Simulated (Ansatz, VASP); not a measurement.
**Ir: VASP beside Ansatz**

```
Ir
1.0
     2.79895    0.00000    0.00000
    -1.39948    2.42396    0.00000
     0.00000    0.00000    9.02718
Ir
4
Direct
  0.00000 0.00000 0.00000
  0.00000 0.00000 0.50000
  0.33333 0.66667 0.75000
  0.66667 0.33333 0.25000
```

Alike in both runs: task relaxation of cell and atoms; functional r2SCAN; k mesh 9 × 9 × 2; occupations gaussian, width 0.1 eV; no spin polarisation.

|  | VASP | Ansatz |
| --- | --- | --- |
| version | VASP 6.6.1 | Ansatz 0.2.0 |
| potentials or method | VASP PAW PBE potentials, release 64 (Ir_sv_GW), cutoff 550 eV | scalar-relativistic, plane waves, PAW |
| valence electrons in the cell | 68 | 68 |

|  | VASP | Ansatz | Ansatz less VASP |
| --- | --- | --- | --- |
| gap on the k mesh at the Fermi level, each at its own relaxed structure (eV) | none | none | - |
| relaxed volume (Å³/atom) | 14.17 | 14.23 | +0.062 |
| relaxed cell length with the largest relative difference (Å) | 8.822 | 8.835 | +0.0131 |

VASP's potentials were made for PBE, not for r2SCAN. A gap of «none» marks a metal or a gap that the smearing closes.

Neither program's run includes spin-orbit coupling.
